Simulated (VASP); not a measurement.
# LiB2C2 (P1) in VASP: single point with PBE

Aim: the single point of LiB2C2 with PBE.

All numbers are computed with VASP 6.6.1; they aren't measurements. Logs are shortened: lines on timing, memory, paths and dates and some standing lists are left out, and cuts for length are marked.

## (1) The cell of the first run

The typed cell holds 10 atoms: a = 2.715 Å, b = 5.429 Å, c = 7.118 Å, α = 90.00°, β = 90.00°, γ = 120.00°.

## (2) Single point, PBE

Input file INCAR:

```
PREC = Accurate ; ENCUT = 650
EDIFF = 1E-6 ; ISMEAR = -1
SIGMA = 0.05 ; LREAL = F
LASPH = T ; NELM = 120
ALGO = Normal ; ISIF = 2
LWAVE = F ; LCHARG = T
GGA = PE ; LELF = T
LVHAR = T ; NBANDS = 28
GGA_COMPAT = F
```

Input file KPOINTS:

```
regular mesh
0
Gamma
  3 3 1
```

Input file POSCAR:

```
LiB2C2
1.0
    2.7145110000      0.0000000000      0.0000000000
   -2.7145110000      4.7016770000      0.0000000000
    0.0000000000      0.0000000000      7.1177120000
Li B C
2 4 4
Direct
    0.0128669337      0.0035153414      0.5173419492
   -0.0149676342      0.5120945144      0.4993506340
    0.3354485405      0.3264771272      0.7508469014
    0.6777318303      0.1795901760      0.2568356236
    0.3327884121      0.8286419931      0.7548786745
    0.6794239007      0.6725932045      0.2489878770
    0.3181871574      0.3298614516      0.2558861612
    0.6620026195      0.1631698647      0.7370270109
    0.3411251575      0.8361973823      0.2510950148
    0.6636314150      0.6592656195      0.7355883464
```

Potentials or basis: VASP PAW PBE potentials, release 64 (Li_sv, B, C).

Run with:

```bash
$ cat potpaw_PBE.64/Li_sv/POTCAR potpaw_PBE.64/B/POTCAR potpaw_PBE.64/C/POTCAR > POTCAR
$ mpirun -np 1 vasp_std > vasp.out
```

OUTCAR:

```text
PREC = Accurate
   ENCUT = 650
   EDIFF = 1E-6
   ISMEAR = -1
   LREAL = F
   LASPH = T
   NELM = 120
   ISIF = 2
   GGA = PE

 ion  position               nearest neighbor table
   1  0.013  0.004  0.517-   8 2.18   8 2.22  10 2.24   3 2.25   5 2.31   5 2.33
   2  0.985  0.512  0.499-  10 2.22   6 2.31  10 2.32   4 2.33   9 2.33   5 2.35   3 2.36
   3  0.335  0.326  0.751-   8 1.54  10 1.57   8 1.59   1 2.25   2 2.36
   4  0.678  0.180  0.257-   7 1.51   7 1.55   9 1.62   2 2.33
   5  0.333  0.829  0.755-   8 1.58  10 1.58  10 1.58   1 2.31   1 2.33   2 2.35
   6  0.679  0.673  0.249-   9 1.56   9 1.56   7 1.61   2 2.31
   7  0.318  0.330  0.256-   4 1.51   4 1.55   6 1.61
   8  0.662  0.163  0.737-   3 1.54   5 1.58   3 1.59   1 2.18   1 2.22
   9  0.341  0.836  0.251-   6 1.56   6 1.56   4 1.62   2 2.33
  10  0.664  0.659  0.736-   3 1.57   5 1.58   5 1.58   2 2.22   1 2.24   2 2.32

  LATTYP: Found a simple orthorhombic cell.
 ALAT       =     2.7145110000
 B/A-ratio  =     1.7320530291
 C/A-ratio  =     2.6220973133

  Lattice vectors:

 A1 = (   2.7145110000,   0.0000000000,   0.0000000000)
 A2 = (   0.0000000000,   4.7016770000,   0.0000000000)
 A3 = (   0.0000000000,   0.0000000000,   7.1177120000)

Analysis of symmetry for initial positions (statically):
=====================================================================
 Subroutine PRICEL returns:
 Original cell was already a primitive cell.

 Routine SETGRP: Setting up the symmetry group for a
 simple orthorhombic supercell.

 Subroutine GETGRP returns: Found  1 space group operations
 (whereof  1 operations were pure point group operations)
 out of a pool of  8 trial point group operations.

The static configuration has the point symmetry C_1 .

Analysis of symmetry for dynamics (positions and initial velocities):
=====================================================================
 Subroutine PRICEL returns:
 Original cell was already a primitive cell.

 Routine SETGRP: Setting up the symmetry group for a
 simple orthorhombic supercell.

 Subroutine GETGRP returns: Found  1 space group operations
 (whereof  1 operations were pure point group operations)
 out of a pool of  8 trial point group operations.

The dynamic configuration has the point symmetry C_1 .

[... 98 lines left out ...]
   IBRION =     -1    ionic relax: 0-MD 1-quasi-New 2-CG
   NFREE  =      0    steps in history (QN), initial steepest desc. (CG)
   ISIF   =      2    stress and relaxation
   ISYM   =      2    0-nonsym 1-usesym 2-fastsym
   POTIM  = 0.5000    time-step for ionic-motion
   TEBEG  =    0.0;   TEEND  =   0.0 temperature during run
   PSTRESS=    0.0 pullay stress
   NELECT =      34.0000    total number of electrons
   NUPDOWN=      -1.0000    fix difference up-down
   EMIN   =  10.00;   EMAX   =-10.00  energy-range for DOS
   EFERMI =   0.00;   METHOD = LEGACY
   ISMEAR =    -1;   SIGMA  =   0.05  broadening in eV -4-tet -1-fermi 0-gaus
   EFERMI_NEDOS =   21; number of points for ismear=-14 and -15
   IALGO  =     38    algorithm
   IMIX   =      4    mixing-type and parameters
     AMIX     =   0.40;   BMIX     =  1.00
     AMIX_MAG =   1.60;   BMIX_MAG =  1.00
  volume/ion in A,a.u.               =       9.08        61.30
  Fermi-wavevector in a.u.,A,eV,Ry     =   1.179794  2.229487 18.938140  1.391914
  Thomas-Fermi vector in A             =   2.316098
   LORBIT       =      0    0 simple, 1 ext, 2 COOP (PROOUT), +10 PAW based schemes
   GGA     = PE    functional components
   LHFCALC =     F    Hartree Fock is set to
   AEXX    =    0.0000 exact exchange contribution
   IVDW    =     0    specifies the selected vdW correction
   LEPSILON=     F    determine dielectric tensor
   LRPA    =     F    only Hartree local field effects (RPA)
 non-spin polarized calculation
  energy-cutoff  :      650.00
  volume of cell :       90.84
 maximum number of plane-waves:      3433
 NGX is ok and might be reduce to    24
   NGX = 11   NGY = 23   NGZ = 29

 number of electron      33.9999998 magnetization

 Free energy of the ion-electron system (eV)
  ---------------------------------------------------
  ext. energy  EPLUGINS =         0.00000000
  ---------------------------------------------------
  free energy    TOTEN  =       -67.24923036 eV

  energy without entropy =      -67.21153384  energy(sigma->0) =      -67.23038210

 E-fermi :   3.1016     XC(G=0): -10.0169

 val. band max:        2.9629431452   @ k =   0.0000   0.0000   0.0000
 cond. band min:       3.1570958927   @ k =   0.0000   0.0000   0.0000
 fundamental gap:      0.1941527475
 Fermi energy:         3.1015553266

 k-point     1 :       0.0000    0.0000    0.0000
  band No.  band energies     occupation
      1     -42.1913      2.00000
      2     -42.1341      2.00000
      3     -11.1463      2.00000
      4     -10.8317      2.00000
      5      -7.5302      2.00000
      6      -7.2173      2.00000
[... 144 lines left out ...]
     27      13.6181      0.00000
     28      13.8888      0.00000

------------------------ aborting loop because EDIFF is reached ----------------------------------------

  FORCE on cell =-STRESS in cart. coord.  units (eV):
  Direction    XX          YY          ZZ          XY          YZ          ZX
  --------------------------------------------------------------------------------------
  -------------------------------------------------------------------------------------
  Total        0.9328308     -1.6885591      0.4725375      0.1787063      0.4583242     -0.0178624
  in kB       16.4523777    -29.7811889      8.3341642      3.1518514      8.0834837     -0.3150404
  external PRESSURE =      -1.6648823 kB  Pullay stress =       0.0000000 kB

 VOLUME and BASIS-vectors are now :
 -----------------------------------------------------------------------------
  energy-cutoff  :      650.00
  volume of cell :       90.84
      direct lattice vectors                 reciprocal lattice vectors
     2.714511000  0.000000000  0.000000000     0.368390476  0.212690068  0.000000000
    -2.714511000  4.701677000  0.000000000     0.000000000  0.212690068  0.000000000
     0.000000000  0.000000000  7.117712000     0.000000000  0.000000000  0.140494586

 POSITION                                       TOTAL-FORCE (eV/Angst)
 -----------------------------------------------------------------------------------
      0.02539      0.01653      3.68229        -0.114691     -0.063564     -0.429889
      1.28379      2.40770      3.55423         0.257221     -0.190579      0.097830
      0.02435      1.53499      5.34431        -0.540768      0.140957     -0.297412
      1.35221      0.84437      1.82808        -0.496355     -0.941341     -0.626118
     -1.34600      3.89601      5.37301         0.174164     -0.340763     -0.583267
      0.01854      3.16232      1.77222        -0.174113      0.429477     -0.276673
     -0.03169      1.55090      1.82132         0.804569      0.876971      0.469159
      1.35409      0.76717      5.24595         0.542462     -0.089421      0.438112
     -1.34388      3.93153      1.78722        -0.213356     -0.420850      0.549333
      0.01185      3.09965      5.23571        -0.239133      0.599112      0.658924
 -----------------------------------------------------------------------------------
    total drift:                                0.000021     -0.000020     -0.000229

  FREE ENERGIE OF THE ION-ELECTRON SYSTEM (eV)
  ---------------------------------------------------
  free  energy   TOTEN  =       -67.2492303613 eV

  energy  without entropy=      -67.2115338426  energy(sigma->0) =      -67.23038210
```

It took 14 s on 1 thread of Intel Xeon 6975P-C (Granite Rapids), shared host; peak memory 0.24 GiB.

What came out:

* Free energy: -67.2492 eV
* Pressure: -0.2 GPa
* Largest force: 1.279 eV/Å
* Band gap on the k mesh: zero (bands 17 and 18 overlap by 1.05 eV)

Forces in eV/Å, atoms in the order of the input:
```
Li  -0.115 -0.064 -0.430
Li   0.257 -0.191  0.098
B   -0.541  0.141 -0.297
B   -0.496 -0.941 -0.626
B    0.174 -0.341 -0.583
B   -0.174  0.429 -0.277
C    0.805  0.877  0.469
C    0.542 -0.089  0.438
C   -0.213 -0.421  0.549
C   -0.239  0.599  0.659
```

Levels at points of the mesh, in eV from the Fermi level:
| k point | band 14 | band 15 | band 16 | band 17 | band 18 | band 19 | band 20 | band 21 |
| --- | --- | --- | --- | --- | --- | --- | --- | --- |
| (0.00, 0.00, 0.00) | -0.14 | 0.06 | 0.15 | 0.31 | 0.78 | 2.84 | 4.18 | 4.69 |

Caveat: the k points lie up to 0.88 Å⁻¹ apart, too coarse for converged energies and pressures of a metal; forces of over 1 eV/Å act on the atoms, so gaps and moduli don't describe the material at rest.
